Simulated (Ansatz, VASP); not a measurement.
One calculation of TaN, two programs

```xyz
4
Lattice="0.0000 -2.1874 -2.1874 0.0000 2.1874 -2.1874 4.3749 0.0000 0.0000" Properties=species:S:1:pos:R:3 pbc="T T T"
Ta   -0.0609    0.0000   -2.1874
Ta    2.2483    0.0000    0.0000
N     2.0569    0.0000   -2.1874
N     0.1305    0.0000    0.0000
```

Change from the starting cell: mode 1 frozen in at -0.131 Å and mode 2 at +0.000 Å (largest displacements).

Alike in both runs: task single point; functional PBEsol; k mesh 14 × 14 × 10; occupations gaussian, width 0.15 eV; no spin polarisation.

|  | VASP | Ansatz |
| --- | --- | --- |
| version | VASP 6.6.1 | Ansatz 0.2.0 |
| potentials or method | VASP PAW PBE potentials, release 64 (Ta_sv_GW, N), cutoff 600 eV | scalar-relativistic, plane waves, PAW |
| valence electrons in the cell | 36 | 36 |

```csv
,VASP,Ansatz,Ansatz less VASP
gap on the k mesh at the Fermi level (eV),none,none,-
pressure (GPa),0.6,0.2,-0.32
"traceless stress, the component that is largest in VASP (GPa)",9.59,9.56,-0.026
rms of the force components (eV/Å),0.561,0.555,-0.0064
```

VASP's potentials were made for PBE, not for PBEsol, and Ansatz warns of the same on its side. Atom by atom the forces differ by 0.006 eV/Å (rms over components). A gap of «none» marks a metal or a gap that the smearing closes. The functional is the same, so the differences come from potentials, cutoffs and numerics.

Spin-orbit coupling is off throughout.
